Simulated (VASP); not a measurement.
# FePb (P4/mmm) in VASP: settings compared

FePb is run at these levels: PBE, LDA; tasks: single point.

Program: VASP 6.6.1. These are calculated values, not measurements. Logs are shortened: lines on timing, memory, paths and dates and some standing lists are left out, and cuts for length are marked.

## 1. The cell of the first run

It takes space group P4/mmm (No. 123, tetragonal). The conventional cell has a = 3.200 Å, b = 3.200 Å, c = 4.100 Å, α = 90.00°, β = 90.00°, γ = 90.00°. Within 4.2 Å of Fe (site symmetry 4/mmm) lie 8 Pb at 3.05 Å and 6 Fe at 3.20 to 4.10 Å. Pb (site symmetry 4/mmm) has 8 Fe at 3.05 Å and 6 Pb at 3.20 to 4.10 Å within 4.2 Å.

## 2. Single point, PBE, collinear spin, ferromagnetic start

INCAR

```
PREC     = Accurate       # precision mode
ENCUT    = 520            # plane-wave cutoff, eV
EDIFF    = 1E-7           # SCF threshold, eV
ISMEAR   = -1             # smearing method
SIGMA    = 0.1            # smearing width, eV
LREAL    = F              # projectors in reciprocal space
LASPH    = T              # aspherical terms in the spheres
NELM     = 150            # most SCF steps
ALGO     = Normal         # electronic algorithm
ISIF     = 2              # what is computed and relaxed
LWAVE    = F              # write WAVECAR
LCHARG   = T              # write CHGCAR
ISPIN    = 2              # spin polarisation
MAGMOM   = 3 0            # initial moments
LORBIT   = 11             # projections on sites
LMAXMIX  = 4              # l up to which the mixer works
GGA      = PE             # functional
LELF     = T              # ELF
LVHAR    = T            
NBANDS   = 22             # bands
```

KPOINTS

```
Automatic mesh
0
Gamma
  8 8 6
```

POSCAR

```
FePb
1.0
    3.2000000000      0.0000000000      0.0000000000
    0.0000000000      3.2000000000      0.0000000000
    0.0000000000      0.0000000000      4.1000000000
Fe Pb
1 1
Direct
    0.0000000000      0.0000000000      0.0000000000
    0.5000000000      0.5000000000      0.5000000000
```

Potentials or basis: VASP PAW PBE potentials, release 64 (Fe, Pb_d).

Launch:

```
cat potpaw_PBE.64/Fe/POTCAR potpaw_PBE.64/Pb_d/POTCAR > POTCAR
mpirun -np 1 vasp_std > vasp.out
```

OUTCAR:

```text
PREC = Accurate
   ENCUT = 520
   EDIFF = 1E-7
   ISMEAR = -1
   LREAL = F
   LASPH = T
   NELM = 150
   ISIF = 2
   ISPIN = 2
   LORBIT = 11
   GGA = PE

 ion  position               nearest neighbor table
   1  0.000  0.000  0.000-   2 3.05   2 3.05   2 3.05   2 3.05   2 3.05   2 3.05   2 3.05   2 3.05

   2  0.500  0.500  0.500-   1 3.05   1 3.05   1 3.05   1 3.05   1 3.05   1 3.05   1 3.05   1 3.05

  LATTYP: Found a simple tetragonal cell.
 ALAT       =     3.2000000000
 C/A-ratio  =     1.2812500000

  Lattice vectors:

 A1 = (   3.2000000000,   0.0000000000,   0.0000000000)
 A2 = (   0.0000000000,   3.2000000000,   0.0000000000)
 A3 = (   0.0000000000,   0.0000000000,   4.1000000000)

Analysis of symmetry for initial positions (statically):
=====================================================================
 Subroutine PRICEL returns:
 Original cell was already a primitive cell.

 Routine SETGRP: Setting up the symmetry group for a
 simple tetragonal supercell.

 Subroutine GETGRP returns: Found 16 space group operations
 (whereof 16 operations were pure point group operations)
 out of a pool of 16 trial point group operations.

The static configuration has the point symmetry D_4h.

Analysis of symmetry for dynamics (positions and initial velocities):
=====================================================================
 Subroutine PRICEL returns:
 Original cell was already a primitive cell.

 Routine SETGRP: Setting up the symmetry group for a
 simple tetragonal supercell.

 Subroutine GETGRP returns: Found 16 space group operations
 (whereof 16 operations were pure point group operations)
 out of a pool of 16 trial point group operations.

The dynamic configuration has the point symmetry D_4h.

Analysis of structural, dynamic, and magnetic symmetry:
=====================================================================
 Subroutine PRICEL returns:
 Original cell was already a primitive cell.

 Routine SETGRP: Setting up the symmetry group for a
 simple tetragonal supercell.

 Subroutine GETGRP returns: Found 16 space group operations
 (whereof 16 operations were pure point group operations)
 out of a pool of 16 trial point group operations.

The overall configuration has the point symmetry D_4h.

 Subroutine INISYM returns: Found 16 space group operations
 (whereof 16 operations are pure point group operations),
 and found     1 'primitive' translations

----------------------------------------------------------------------------------------

                                     Primitive cell

  volume of cell :      41.9840

  direct lattice vectors                    reciprocal lattice vectors
     3.200000000  0.000000000  0.000000000     0.312500000  0.000000000  0.000000000
     0.000000000  3.200000000  0.000000000     0.000000000  0.312500000  0.000000000
     0.000000000  0.000000000  4.100000000     0.000000000  0.000000000  0.243902439

  length of vectors
     3.200000000  3.200000000  4.100000000     0.312500000  0.312500000  0.243902439

  position of ions in fractional coordinates (direct lattice)
     0.000000000  0.000000000  0.000000000
     0.500000000  0.500000000  0.500000000

  ion indices of the primitive-cell ions
   primitive index   ion index
                 1           1
                 2           2

----------------------------------------------------------------------------------------

 KPOINTS: Automatic mesh

Automatic generation of k-mesh.
 Grid dimensions read from file:
 generate k-points for:    8    8    6

 Generating k-lattice:

  Cartesian coordinates                     Fractional coordinates (reciprocal lattice)
     0.039062500  0.000000000  0.000000000     0.125000000  0.000000000  0.000000000
     0.000000000  0.039062500  0.000000000     0.000000000  0.125000000  0.000000000
     0.000000000  0.000000000  0.040650407     0.000000000  0.000000000  0.166666667

  Length of vectors
     0.039062500  0.039062500  0.040650407

  Shift w.r.t. Gamma in fractional coordinates (k-lattice)
     0.000000000  0.000000000  0.000000000

 Subroutine IBZKPT returns following result:
 ===========================================

 Found     60 irreducible k-points:

 Following reciprocal coordinates:
            Coordinates               Weight
  0.000000  0.000000  0.000000      1.000000
  0.125000  0.000000  0.000000      4.000000
  0.250000  0.000000  0.000000      4.000000
  0.375000  0.000000  0.000000      4.000000
  0.500000  0.000000  0.000000      2.000000
  0.125000  0.125000  0.000000      4.000000
[... 16 lines left out ...]
  0.375000  0.125000  0.166667     16.000000
  0.500000  0.125000  0.166667      8.000000
 [... further k-points ...]
   k-points           NKPTS =     60   k-points in BZ     NKDIM =     60   number of bands    NBANDS=     22
   number of dos      NEDOS =    301   number of ions     NIONS =      2
   total plane-waves  NPLWV =  17280
   dimension x,y,z NGX =    24 NGY =   24 NGZ =   30
   dimension x,y,z NGXF=    48 NGYF=   48 NGZF=   60
   ions per type =               1   1
   NGX,Y,Z   is equivalent  to a cutoff of  12.47, 12.47, 12.16 a.u.
   NGXF,Y,Z  is equivalent  to a cutoff of  24.94, 24.94, 24.33 a.u.
 SYSTEM =  unknown system
   PREC   = accura    normal or accurate (medium, high low for compatibility)
   ISTART =      0    job   : 0-new  1-cont  2-samecut
   ICHARG =      2    charge: 1-file 2-atom 10-const
   ISPIN  =      2    spin polarized calculation?
   LNONCOLLINEAR =      F non collinear calculations
   LSORBIT =      F    spin-orbit coupling
   LASPH  =      T    aspherical Exc in radial PAW
   ENCUT  =  520.0 eV  38.22 Ry    6.18 a.u.   5.95  5.95  7.62*2*pi/ulx,y,z
   NELM   =    150;   NELMIN=  2; NELMDL= -5     # of ELM steps
   EDIFF  = 0.1E-06   stopping-criterion for ELM
   LREAL  =      F    real-space projection
   EDIFFG = 0.1E-05   stopping-criterion for IOM
   NSW    =      0    number of steps for IOM
   IBRION =     -1    ionic relax: 0-MD 1-quasi-New 2-CG
   NFREE  =      0    steps in history (QN), initial steepest desc. (CG)
   ISIF   =      2    stress and relaxation
   ISYM   =      2    0-nonsym 1-usesym 2-fastsym
   POTIM  = 0.5000    time-step for ionic-motion
   TEBEG  =    0.0;   TEEND  =   0.0 temperature during run
   PSTRESS=    0.0 pullay stress
   NELECT =      22.0000    total number of electrons
   NUPDOWN=      -1.0000    fix difference up-down
   EMIN   =  10.00;   EMAX   =-10.00  energy-range for DOS
   EFERMI =   0.00;   METHOD = LEGACY
   ISMEAR =    -1;   SIGMA  =   0.10  broadening in eV -4-tet -1-fermi 0-gaus
   EFERMI_NEDOS =   21; number of points for ismear=-14 and -15
   IALGO  =     38    algorithm
   IMIX   =      4    mixing-type and parameters
     AMIX     =   0.40;   BMIX     =  1.00
     AMIX_MAG =   1.60;   BMIX_MAG =  1.00
  volume/ion in A,a.u.               =      20.99       141.66
  Fermi-wavevector in a.u.,A,eV,Ry     =   1.319839  2.494135 23.701026  1.741976
  Thomas-Fermi vector in A             =   2.449709
   LORBIT       =     11    0 simple, 1 ext, 2 COOP (PROOUT), +10 PAW based schemes
   GGA     = PE    functional components
   LHFCALC =     F    Hartree Fock is set to
   AEXX    =    0.0000 exact exchange contribution
   IVDW    =     0    specifies the selected vdW correction
   LEPSILON=     F    determine dielectric tensor
   LRPA    =     F    only Hartree local field effects (RPA)
 spin polarized calculation
  energy-cutoff  :      520.00
  volume of cell :       41.98
 maximum number of plane-waves:      1155
 NGX is ok and might be reduce to    24
   NGX = 11   NGY = 11   NGZ = 15

 number of electron      22.0000012 magnetization       2.8068064

 Free energy of the ion-electron system (eV)
  ---------------------------------------------------
  ext. energy  EPLUGINS =         0.00000000
  ---------------------------------------------------
  free energy    TOTEN  =       -10.38668528 eV

  energy without entropy =      -10.28885168  energy(sigma->0) =      -10.33776848

 E-fermi :   7.1228     XC(G=0): -11.0773

 val. band max:        7.1211460005   @ k =   0.3750   0.3750   0.3333
 cond. band min:       7.1231319224   @ k =   0.3750   0.0000   0.1667
 fundamental gap:      0.0019859220
 Fermi energy:         7.1227586381

 spin component 1

 k-point     1 :       0.0000    0.0000    0.0000
  band No.  band energies     occupation
      1     -10.2201      1.00000
      2      -9.9338      1.00000
      3      -9.6482      1.00000
      4      -9.6482      1.00000
      5      -9.6019      1.00000
      6      -4.5586      1.00000
[... 14 lines left out ...]
     21      21.1400      0.00000
     22      24.7988      0.00000

 k-point     2 :       0.1250    0.0000    0.0000
  band No.  band energies     occupation
      1     -10.1710      1.00000
      2      -9.9010      1.00000
      3      -9.6807      1.00000
      4      -9.6444      1.00000
      5      -9.6282      1.00000
      6      -4.3215      1.00000
[... 542 lines left out ...]
 k-point    24 :       0.5000    0.1250    0.1667
  band No.  band energies     occupation
      1      -9.9443      1.00000
      2      -9.8730      1.00000
      3      -9.8195      1.00000
      4      -9.6607      1.00000
      5      -9.5555      1.00000
      6      -1.3348      1.00000
[... 14 lines left out ...]
     21      22.2245      0.00000
     22      22.9312      0.00000

 [... further k-points ...]

 spin component 2

 k-point     1 :       0.0000    0.0000    0.0000
  band No.  band energies     occupation
      1     -10.2224      1.00000
      2      -9.9423      1.00000
      3      -9.6507      1.00000
      4      -9.6507      1.00000
      5      -9.5982      1.00000
      6      -4.5642      1.00000
[... 14 lines left out ...]
     21      21.5318      0.00000
     22      24.9698      0.00000

 k-point     2 :       0.1250    0.0000    0.0000
  band No.  band energies     occupation
      1     -10.1732      1.00000
      2      -9.9093      1.00000
      3      -9.6836      1.00000
      4      -9.6471      1.00000
      5      -9.6247      1.00000
      6      -4.3282      1.00000
[... 542 lines left out ...]
 k-point    24 :       0.5000    0.1250    0.1667
  band No.  band energies     occupation
      1      -9.9477      1.00000
      2      -9.8778      1.00000
      3      -9.8175      1.00000
      4      -9.6642      1.00000
      5      -9.5605      1.00000
      6      -1.3597      1.00000
[... 14 lines left out ...]
     21      22.3296      0.00000
     22      23.2303      0.00000

 [... further k-points ...]
[... 5 lines left out ...]
  --------------------------------------------------------------------------------------
  -------------------------------------------------------------------------------------
  Total       -0.3803420     -0.3803420     -1.1171064      0.0000000      0.0000000     -0.0000000
  in kB      -14.5144665    -14.5144665    -42.6305851      0.0000000      0.0000000     -0.0000000
  external PRESSURE =     -23.8865061 kB  Pullay stress =       0.0000000 kB

 VOLUME and BASIS-vectors are now :
 -----------------------------------------------------------------------------
  energy-cutoff  :      520.00
  volume of cell :       41.98
      direct lattice vectors                 reciprocal lattice vectors
     3.200000000  0.000000000  0.000000000     0.312500000  0.000000000  0.000000000
     0.000000000  3.200000000  0.000000000     0.000000000  0.312500000  0.000000000
     0.000000000  0.000000000  4.100000000     0.000000000  0.000000000  0.243902439

 POSITION                                       TOTAL-FORCE (eV/Angst)
 -----------------------------------------------------------------------------------
      0.00000      0.00000      0.00000         0.000000      0.000000      0.000000
      1.60000      1.60000      2.05000         0.000000      0.000000      0.000000
 -----------------------------------------------------------------------------------
    total drift:                                0.000000      0.000000     -0.000000

  FREE ENERGIE OF THE ION-ELECTRON SYSTEM (eV)
  ---------------------------------------------------
  free  energy   TOTEN  =       -10.3866852846 eV

  energy  without entropy=      -10.2888516768  energy(sigma->0) =      -10.33776848

 total charge

# of ion       s       p       d       tot
------------------------------------------
    1        0.327   0.228   6.180   6.734
    2        1.320   0.907   9.826  12.054
--------------------------------------------------
tot          1.647   1.135  16.006  18.788

 magnetization (x)

# of ion       s       p       d       tot
------------------------------------------
    1        0.033   0.012   2.797   2.841
    2        0.033  -0.061  -0.000  -0.028
--------------------------------------------------
tot          0.066  -0.049   2.796   2.813
```

Wall time 94 s (1 thread of Intel Xeon Platinum 8259CL at 2.50GHz (Skylake/Cascade Lake), shared host); peak memory 0.22 GiB.

What came out:

* Free energy: -10.3867 eV
* Pressure: -2.4 GPa
* Net moment: 2.81 μB per cell
* Site moments: Fe +2.84; Pb -0.03 μB
* Valence electrons inside the program's atomic spheres: Fe 6.73; Pb 12.05

Caveat: spin-orbit coupling is left out, which moves the levels of the heavy elements.

[end of part 1 of 2]
